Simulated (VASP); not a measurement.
Crystal: SnSe2.

```xyz
3
Lattice="3.6052 0.0000 0.0000 -1.8026 3.1222 0.0000 0.0000 0.0000 6.2271" Properties=species:S:1:pos:R:3 pbc="T T T"
Sn    0.0000    0.0000    0.0000
Se    0.0000    2.0815    1.6389
Se    1.8026    1.0407    4.5881
```

This cell differs from its parent crystal: biaxial xy strain -5.8%.

Base run:

* Program: VASP 6.6.1
* Functional: PBE
* Potentials or basis: VASP PAW PBE potentials, release 64 (Sn_d, Se)
* Cutoff: 520 eV
* k mesh: 12 × 12 × 4
* Occupations: fermi-dirac, width 0.02 eV
* Spin: no spin polarisation

Its results: band gap on the k mesh 0.26 eV (least direct gap 1.14 eV); pressure 10.9 GPa; largest force 0.357 eV/Å.

Question: The run is repeated on the same cell with these changes: functional from PBE to r2SCAN; occupations from fermi-dirac, width 0.02 eV to gaussian, width 0.01 eV. What comes out?

Answer: Band gap on the k mesh 0.57 eV (least direct gap 1.45 eV); pressure 9.1 GPa; largest force 0.016 eV/Å.

Caveats: the cell stands under pressure; spin-orbit coupling is left out, which moves the levels of the heavy elements; this functional lacks dispersion, which binds the layers, so the pressure and a relaxed spacing across them are unreliable (at least some runs); the PAW data sets were made with another functional, which shifts forces and pressure a little (at least some runs).

A k mesh can miss the band edges.
